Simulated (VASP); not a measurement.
Wanted: the native input for a VASP 6.6.1 run.

```
Task                   : relaxation of cell and atoms
Functional             : PBE
Potentials or basis    : VASP PAW PBE potentials, release 64 (Au)
Cutoff                 : 600 eV
k mesh                 : 18 × 18 × 6
Occupations            : gaussian, width 0.1 eV
Spin                   : no spin polarisation
Dipole correction      : no
Further INCAR settings : ALGO = Fast; EDIFF = 1e-06; IBRION = 2; EDIFFG = -0.01; NSW = 80; ISIF = 3
```

The structure of Au lies in POSCAR:

```
Au
1.0
    2.9419624875      0.0000000000      0.0000000000
   -1.4709812438      2.5478142512      0.0000000000
    0.0000000000      0.0000000000      9.5909541253
Au
4
Direct
    0.0000000000      0.0000000000      0.0000000000
    0.3333333333      0.6666666667      0.2500000000
    0.0000000000      0.0000000000      0.5000000000
    0.6666666667      0.3333333333      0.7500000000
```

This isn't the form of Au at room conditions, which is fcc.

These files were run (other wordings do the same):

INCAR

```
SYSTEM = Au
PREC     = Accurate       ! precision mode
ENCUT    = 600            ! plane-wave cutoff, eV
EDIFF    = 1E-6           ! SCF threshold, eV
ISMEAR   = 0              ! smearing method
SIGMA    = 0.1            ! smearing width, eV
LREAL    = .False.        ! projectors in reciprocal space
LASPH    = .True.         ! aspherical terms in the spheres
NELM     = 100            ! most SCF steps
ALGO     = Fast           ! electronic algorithm
ISIF     = 3              ! what is computed and relaxed
LWAVE    = .False.        ! write WAVECAR
LCHARG   = .False.        ! write CHGCAR
GGA      = PE             ! functional
IBRION   = 2              ! ionic algorithm
NSW      = 80             ! ionic steps
EDIFFG   = -0.01          ! ionic threshold
```

KPOINTS

```
regular mesh
0
Gamma
  18 18 6
  0 0 0
```

Potentials or basis: VASP PAW PBE potentials, release 64 (Au).

Run with:

```bash
$ cat potpaw_PBE.64/Au/POTCAR > POTCAR
$ mpirun -np 1 vasp_std > vasp.out
```

Results of the run:

```json
{
 "Relaxed volume": "17.96 Å³/atom",
 "Relaxed cell": "a = 2.930 Å, b = 2.930 Å, c = 9.658 Å, α = 90.00°, β = 90.00°, γ = 120.00°",
 "Space group after relaxing (to 0.1 Å)": "P6_3/mmc (No. 194)",
 "Energy gained by relaxing": "0.3 meV/atom",
 "Ionic steps": "10",
 "Pressure after relaxing": "0.0 GPa",
 "Band gap on the k mesh": "zero (bands 22 and 23 overlap by 5.02 eV)"
}
```

Caveat: spin-orbit coupling is left out, which moves the levels of the heavy elements.

It took 16 min on 1 thread of Intel(R) Xeon(R) Platinum 8488C (Sapphire Rapids), on a shared host, peak memory 0.4 GiB.
